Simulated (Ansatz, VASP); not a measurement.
Two plane-wave programs on SiGeTe2S2

```
CELL_PARAMETERS angstrom
4.90520 0.00000 0.00000
0.00000 4.90520 0.00000
0.00000 0.00000 6.58758
ATOMIC_POSITIONS crystal
Si 0.00000 0.00000 0.00000
Ge 0.00000 0.00000 0.50000
Te 0.50000 0.50000 0.74577
Te 0.50000 0.50000 0.25423
S 0.50000 0.00000 0.00000
S 0.00000 0.50000 0.00000
```

Change from the starting cell: species swapped into the LaAl2BRu2 type (P4/mmm, No. 123).

Alike in both runs: task single point; functional PBE; k mesh 4 × 4 × 4; occupations gaussian, width 0.1 eV; no spin polarisation.

|  | VASP | Ansatz |
| --- | --- | --- |
| version | VASP 6.6.1 | Ansatz 0.2.0 |
| potentials or method | VASP PAW PBE potentials, release 64 (Si, Ge_d, Te, S), cutoff 520 eV | scalar-relativistic, plane waves, PAW |
| valence electrons in the cell | 42 | 62 |

```csv
,VASP,Ansatz,Ansatz less VASP
gap on the k mesh at the Fermi level (eV),none,none,-
pressure (GPa),-3.8,-3.8,+0.08
"traceless stress, the component that is largest in VASP (GPa)",-2.28,-2.28,+0.004
rms of the force components (eV/Å),0.322,0.324,+0.0018
```

Atom by atom the forces differ by 0.002 eV/Å (rms over components). A gap of «none» marks a metal or a gap that the smearing closes. VASP's potentials hold 42 valence electrons a cell and Ansatz's 62, so a difference there can come from the potentials and not from the codes.

Neither program's run includes spin-orbit coupling.
